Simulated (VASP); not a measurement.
Set up this calculation in VASP 6.6.1, as the native input.

```yaml
Task: single point
Functional: PBE
Potentials_or_basis: VASP PAW PBE potentials, release 64 (Ge_d, Br)
Cutoff: 520 eV
k_mesh: 8 × 8 × 1
Occupations: gaussian, width 0.1 eV
Spin: no spin polarisation
Dipole_correction: yes
Further_INCAR_settings: ALGO = Normal; EDIFF = 1e-06; NBANDS = 29
```

The structure of GeBr4 lies in POSCAR:

```
GeBr4
1.0
    5.3218590957      0.0000000000      0.0000000000
    0.0000000000      5.3218590957      0.0000000000
    0.0000000000      0.0000000000     33.8374384000
Ge Br
1 4
Direct
    0.0000000000      0.0000000000      0.2955306451
    0.0000000000      0.0000000000      0.2256824273
    0.0000000000      0.0000000000      0.3653788629
    0.0000000000      0.5000000000      0.2955306451
    0.5000000000      0.0000000000      0.2955306451
```

One way to write it, as run:

INCAR

```
SYSTEM = GeBr4
PREC = Accurate
ENCUT = 520
EDIFF = 1E-6
ISMEAR = 0
SIGMA = 0.1
LREAL = .False.
LASPH = .True.
NELM = 100
ALGO = Normal
ISIF = 2
LWAVE = .False.
LCHARG = .False.
LDIPOL = .True.
IDIPOL = 3
DIPOL = 0.5 0.5 0.296
GGA = PE
NBANDS = 29
```

KPOINTS

```
Automatic mesh
0
Gamma
  8 8 1
  0 0 0
```

Potentials or basis: VASP PAW PBE potentials, release 64 (Ge_d, Br).

The run is started by

```sh
$ cat potpaw_PBE.64/Ge_d/POTCAR potpaw_PBE.64/Br/POTCAR > POTCAR
$ mpirun -np 1 vasp_std > vasp.out
```

It gave:

```
Largest force          : 0.004 eV/Å
Band gap on the k mesh : zero (band 21 reaches -5.36 eV, above the bottom of band 22 at -5.42 eV)
```

It took 9.5 min on 1 thread of Intel(R) Xeon(R) 6975P-C (Granite Rapids), with other jobs on the host, peak memory 0.96 GiB.
